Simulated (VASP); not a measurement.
# NiO (Fm-3m) in VASP: settings compared, part 2 of 2

VASP 6.6.1. The steps go on from the part before.

## Step 5: Single point, RPBE, collinear spin, ferromagnetic start

Input file INCAR:

```
SYSTEM = NiO
PREC = Accurate ; ENCUT = 520
EDIFF = 1E-6 ; ISMEAR = 0
SIGMA = 0.02 ; LREAL = .FALSE.
LASPH = .TRUE. ; NELM = 150
ALGO = Normal ; ISIF = 2
LWAVE = .FALSE. ; LCHARG = .TRUE.
ISPIN = 2 ; MAGMOM = 1 0
LORBIT = 11 ; LMAXMIX = 4
GGA = RP ; LELF = .TRUE.
LVHAR = .TRUE. ; NBANDS = 19
```

Input file KPOINTS:

```
Automatic mesh
0
G
  11 11 11
  0 0 0
```

Input file POSCAR:

```
NiO
1.0
    0.0000000000      2.0859016414      2.0859016414
    2.0859016414      0.0000000000      2.0859016414
    2.0859016414      2.0859016414      0.0000000000
Ni O
1 1
Direct
    0.0000000000      0.0000000000      0.0000000000
    0.5000000000      0.5000000000      0.5000000000
```

Potentials or basis: VASP PAW PBE potentials, release 64 (Ni, O).

Run with:

```
$ cat potpaw_PBE.64/Ni/POTCAR potpaw_PBE.64/O/POTCAR > POTCAR
$ mpirun -np 1 vasp_std > vasp.out
```

OUTCAR:

```text
SYSTEM = NiO
   PREC = Accurate
   ENCUT = 520
   EDIFF = 1E-6
   ISMEAR = 0
   LREAL = .FALSE.
   LASPH = .TRUE.
   NELM = 150
   ISIF = 2
   ISPIN = 2
   LORBIT = 11
   GGA = RP

 ion  position               nearest neighbor table
   1  0.000  0.000  0.000-   2 2.09   2 2.09   2 2.09   2 2.09   2 2.09   2 2.09
   2  0.500  0.500  0.500-   1 2.09   1 2.09   1 2.09   1 2.09   1 2.09   1 2.09

  LATTYP: Found a face centered cubic cell.
 ALAT       =     4.1718032828

  Lattice vectors:

 A1 = (   0.0000000000,   2.0859016414,   2.0859016414)
 A2 = (   2.0859016414,   0.0000000000,   2.0859016414)
 A3 = (   2.0859016414,   2.0859016414,   0.0000000000)

Analysis of symmetry for initial positions (statically):
=====================================================================
 Subroutine PRICEL returns:
 Original cell was already a primitive cell.

 Routine SETGRP: Setting up the symmetry group for a
 face centered cubic supercell.

 Subroutine GETGRP returns: Found 48 space group operations
 (whereof 48 operations were pure point group operations)
 out of a pool of 48 trial point group operations.

[... 720 lines left out ...]
      1     -11.8835      1.00000
      2       5.6743      1.00000
      3       5.6743      1.00000
      4       5.6743      1.00000
      5       6.2172      1.00000
      6       6.2172      1.00000
[... 517 lines left out ...]
     18      39.5398      0.00000
     19      40.4880      0.00000

 [... further k-points ...]
[... 5 lines left out ...]
  --------------------------------------------------------------------------------------
  -------------------------------------------------------------------------------------
  Total        1.5012423      1.5012423      1.5012423      0.0000000      0.0000000     -0.0000000
  in kB      132.5103782    132.5103782    132.5103782      0.0000000      0.0000000     -0.0000000
  external PRESSURE =     132.5103782 kB  Pullay stress =       0.0000000 kB

 VOLUME and BASIS-vectors are now :
 -----------------------------------------------------------------------------
  energy-cutoff  :      520.00
  volume of cell :       18.15
      direct lattice vectors                 reciprocal lattice vectors
     0.000000000  2.085901641  2.085901641    -0.239704495  0.239704495  0.239704495
     2.085901641  0.000000000  2.085901641     0.239704495 -0.239704495  0.239704495
     2.085901641  2.085901641  0.000000000     0.239704495  0.239704495 -0.239704495

 POSITION                                       TOTAL-FORCE (eV/Angst)
 -----------------------------------------------------------------------------------
      0.00000      0.00000      0.00000         0.000000      0.000000      0.000000
      2.08590      2.08590      2.08590        -0.000000     -0.000000     -0.000000
 -----------------------------------------------------------------------------------
    total drift:                                0.000000     -0.000000     -0.000000

  FREE ENERGIE OF THE ION-ELECTRON SYSTEM (eV)
  ---------------------------------------------------
  free  energy   TOTEN  =       -10.5756554109 eV

  energy  without entropy=      -10.5755124064  energy(sigma->0) =      -10.57558391

 total charge

# of ion       s       p       d       tot
------------------------------------------
    1        0.331   0.406   8.232   8.969
    2        1.561   3.442   0.000   5.003
--------------------------------------------------
tot          1.892   3.849   8.232  13.972

 magnetization (x)

# of ion       s       p       d       tot
------------------------------------------
    1        0.011   0.014   1.474   1.500
    2        0.028   0.254   0.000   0.282
--------------------------------------------------
tot          0.039   0.268   1.474   1.782
```

Run time: 80 s. Hardware: 1 thread of Intel Xeon 8259CL, shared host; peak memory 0.17 GiB.

Results:

| Property | Result |
| --- | --- |
| Free energy | -10.5757 eV |
| Pressure | 13.3 GPa |
| Net moment | 1.83 μB per cell |
| Site moments | Ni +1.50; O +0.28 μB |
| Valence electrons inside the program's atomic spheres | Ni 8.97; O 5.00 |

Levels at points of the mesh, in eV from the Fermi level:
Spin up:
```tsv
k point	band 7	band 8	band 9	band 10	band 11	band 12
(0.00, 0.00, 0.00)	-2.74	-2.74	-2.74	1.59	17.93	18.98
```
Spin down:
| k point | band 3 | band 4 | band 5 | band 6 | band 7 | band 8 | band 9 | band 10 | band 11 | band 12 |
| --- | --- | --- | --- | --- | --- | --- | --- | --- | --- | --- |
| (0.00, 0.00, 0.00) | -2.44 | -2.44 | -1.90 | -1.90 | -1.90 | -0.51 | -0.51 | 1.95 | 17.82 | 19.17 |

Caveat: the PAW data sets were made with another functional, which shifts forces and pressure a little; a cell with one magnetic atom can't hold antiferromagnetic order, which such compounds often take; semilocal functionals often make such compounds metallic where correlation or magnetic order opens a gap, which also shifts bond lengths.

## Step 6: Single point, BLYP+D4, collinear spin, ferromagnetic start

This run uses another cell than the first one, of 9.44 Å³/atom, 1.040 times its volume.

Input file INCAR:

```
SYSTEM = NiO
PREC = Accurate
ENCUT = 520
EDIFF = 1E-6
ISMEAR = -1
SIGMA = 0.05
LREAL = .FALSE.
LASPH = .TRUE.
NELM = 150
ALGO = Normal
ISIF = 2
LWAVE = .FALSE.
LCHARG = .FALSE.
ISPIN = 2
MAGMOM = 1 0
LORBIT = 11
LMAXMIX = 4
GGA = B5
ALDAX = 1.0
AGGAX = 1.0
AGGAC = 1.0
ALDAC = 0.0
IVDW = 13
VDW_S6 = 1.0
VDW_S8 = 2.34076671
VDW_A1 = 0.44488865
VDW_A2 = 4.0933009
NBANDS = 19
```

Input file KPOINTS:

```
regular mesh
0
G
  11 11 11
  0 0 0
```

Input file POSCAR:

```
NiO
1.0
    0.0000000000      2.1132704652      2.1132704652
    2.1132704652      0.0000000000      2.1132704652
    2.1132704652      2.1132704652      0.0000000000
Ni O
1 1
Direct
    0.0000000000      0.0000000000      0.0000000000
    0.5000000000      0.5000000000      0.5000000000
```

Potentials or basis: VASP PAW PBE potentials, release 64 (Ni, O).

Run with:

```
$ cat potpaw_PBE.64/Ni/POTCAR potpaw_PBE.64/O/POTCAR > POTCAR
$ mpirun -np 1 vasp_std > vasp.out
```

Wall time 81 s (1 thread of Intel Xeon 8259CL, shared host); peak memory 0.17 GiB.

Results (log left out):

* Free energy: -11.9106 eV
* Pressure: -1.1 GPa
* Net moment: 1.74 μB per cell
* Site moments: Ni +1.43; O +0.27 μB
* Valence electrons inside the program's atomic spheres: Ni 8.94; O 4.98
* Dispersion energy per atom: -0.646 eV

Levels at points of the mesh, in eV from the Fermi level:
Spin up:
| k point | band 5 | band 6 | band 7 | band 8 | band 9 | band 10 | band 11 | band 12 | band 13 | band 14 |
| --- | --- | --- | --- | --- | --- | --- | --- | --- | --- | --- |
| (0.00, 0.00, 0.00) | -2.83 | -2.83 | -2.58 | -2.58 | -2.58 | 1.63 | 18.47 | 18.99 | 18.99 | 18.99 |
Spin down:
| k point | band 4 | band 5 | band 6 | band 7 | band 8 | band 9 | band 10 | band 11 |
| --- | --- | --- | --- | --- | --- | --- | --- | --- |
| (0.00, 0.00, 0.00) | -2.32 | -1.80 | -1.80 | -1.80 | -0.54 | -0.54 | 1.96 | 18.43 |

Caveat: the PAW data sets were made with another functional, which shifts forces and pressure a little; a cell with one magnetic atom can't hold antiferromagnetic order, which such compounds often take; semilocal functionals often make such compounds metallic where correlation or magnetic order opens a gap, which also shifts bond lengths; pairwise dispersion overbinds metals, which lowers pressure and volume.

## Step 7: Summary

```tsv
task	level	potentials or basis	cell	cutoff (eV)	smearing	gap on the mesh (eV)	pressure (GPa)	moment (μB)	relaxed volume (Å³/atom)
relaxation of cell and atoms	BLYP	VASP PAW PBE potentials, release 64 (Ni, O)	relaxed from a = 2.950 Å, angles 60.0°, 2 atoms	600	fermi-dirac 0.05 eV	none	0.0	1.82	9.77
relaxation of cell and atoms	SVWN5	VASP PAW PBE potentials, release 64 (Ni, O)	relaxed from a = 2.950 Å, angles 60.0°, 2 atoms	600	fermi-dirac 0.05 eV	none	0.0	0.36	8.27
single point	LDA	VASP PAW LDA potentials, release 64 (Ni, O)	a = 2.860 Å, angles 60.0°, 2 atoms	520	fermi-dirac 0.05 eV	none	0.3	0.28	-
single point	RPBE	VASP PAW PBE potentials, release 64 (Ni, O)	a = 2.950 Å, angles 60.0°, 2 atoms	520	gaussian 0.02 eV	none	13.3	1.83	-
single point	BLYP+D4	VASP PAW PBE potentials, release 64 (Ni, O)	a = 2.989 Å, angles 60.0°, 2 atoms	520	fermi-dirac 0.05 eV	none	-1.1	1.74	-
```

Alike in all rows: spin collinear, ferromagnetic start; k mesh 11 × 11 × 11.

Caveats: semilocal functionals often make such compounds metallic where correlation or magnetic order opens a gap, which also shifts bond lengths; the PAW data sets were made with another functional, which shifts forces and pressure a little (some runs); a cell with one magnetic atom can't hold antiferromagnetic order, which such compounds often take (some runs); pairwise dispersion overbinds metals, which lowers pressure and volume (some runs).

Total energies depend on the potentials used, so only differences within one code and one set of settings carry meaning.

## Step 8: Comparison with measurements

Step 4. A measured gap of NiO is 4.3 eV (quoted in “Local correlations, non-local screening, multiplets, and band formation in NiO”, 2012, arxiv:1210.6675); the calculated 0.00 eV misses it by -4.30 eV. So large a miss can be the level of theory's own, or it may mean another phase, state or a wrong row. The value is that of LDA on a finite k mesh, which can miss the band edges, without temperature or zero-point motion. Semilocal functionals fall short of measured gaps as a rule. The run's magnetic order (collinear spin, ferromagnetic start) needn't be the measured crystal's.

Step 6. A measured gap of NiO is 4.3 eV (quoted in “Local correlations, non-local screening, multiplets, and band formation in NiO”, 2012, arxiv:1210.6675); the calculated 0.00 eV misses it by -4.30 eV. So large a miss can be the level of theory's own, or it may mean another phase, state or a wrong row. The value is that of BLYP+D4 on a finite k mesh, which can miss the band edges, without temperature or zero-point motion. Semilocal functionals fall short of measured gaps as a rule. The run's magnetic order (collinear spin, ferromagnetic start) needn't be the measured crystal's.
